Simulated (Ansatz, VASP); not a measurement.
One calculation of MoS2, two programs

File INCAR:

```
SYSTEM = MoS2
  PREC = Accurate
  ENCUT = 520
  EDIFF = 1E-8
  ISMEAR = -1
  SIGMA = 0.03
  LREAL = .False.
  LASPH = .True.
  NELM = 80
  ALGO = Normal
  ISIF = 2
  LWAVE = .False.
  LCHARG = .False.
  GGA = PE
  LEFG = .True.
  NBANDS = 35
```

KPOINTS

```
Automatic mesh
0
Gamma
  10 10 3
  0 0 0
```

The input POSCAR:

```
MoS2
1.0
    3.1610016016      0.0316100160      0.0316100160
   -1.5531257239      2.7217026804      0.0115700689
    0.1229500000      0.1229500000     12.2950000000
Mo S
2 4
Direct
    0.3333333333      0.6666666667      0.2500000000
    0.6666666667      0.3333333333      0.7500000000
    0.3333333333      0.6666666667      0.6275000000
    0.6666666667      0.3333333333      0.1275000000
    0.3333333333      0.6666666667      0.8725000000
    0.6666666667      0.3333333333      0.3725000000
```

Input for Ansatz:

```yaml
crystal:
  lattice:
    - [3.1610016016, 0.031610016, 0.031610016]
    - [-1.5531257239, 2.7217026804, 0.0115700689]
    - [0.12295, 0.12295, 12.295]
  atoms:
    - { symbol: Mo, position: [0.3333333333, 0.6666666667, 0.25] }
    - { symbol: Mo, position: [0.6666666667, 0.3333333333, 0.75] }
    - { symbol: S, position: [0.3333333333, 0.6666666667, 0.6275] }
    - { symbol: S, position: [0.6666666667, 0.3333333333, 0.1275] }
    - { symbol: S, position: [0.3333333333, 0.6666666667, 0.8725] }
    - { symbol: S, position: [0.6666666667, 0.3333333333, 0.3725] }
kpoints:
  mp_grid: { grid: [10, 10, 3] }
scf:
  occupations: { method: fermi_dirac, width: 0.03 }
hamiltonian:
  xc: pbe
  pseudopotentials: { kind: all_electron, datasets: crystal }
output:
  forces: true
  stress: true
  eigenvalues: true
  efg: { contact_densities: true }
```

Change from the starting cell: equal xy, yz and zx shear strains of +2 %, crystal datasets.

Alike in both runs: task electric field gradients; functional PBE; k mesh 10 × 10 × 3; occupations fermi-dirac, width 0.03 eV; no spin polarisation.

```csv
,VASP,Ansatz
version,VASP 6.6.1,Ansatz 0.2.0
potentials or method,"VASP PAW PBE potentials, release 64 (Mo_sv, S), cutoff 520 eV","all-electron PAW with datasets made for the crystal, scalar-relativistic"
```

VASP gave:

```
pressure (GPa)                                                : 8.9
traceless stress, the component that is largest in VASP (GPa) : 4.37
rms of the force components (eV/Å)                            : 0.617
size of Vzz on the site where it differs most (V/Å²)          : 97.2
```

Task: Which values does Ansatz return?

Result: Pressure (GPa): 9.1; traceless stress, the component that is largest in VASP (GPa): 4.41; rms of the force components (eV/Å): 0.626; size of Vzz on the site where it differs most (V/Å²): 94.6.

Atom by atom the forces differ by 0.009 eV/Å (rms over components). Ansatz ran all-electron here, and VASP with PAW potentials.
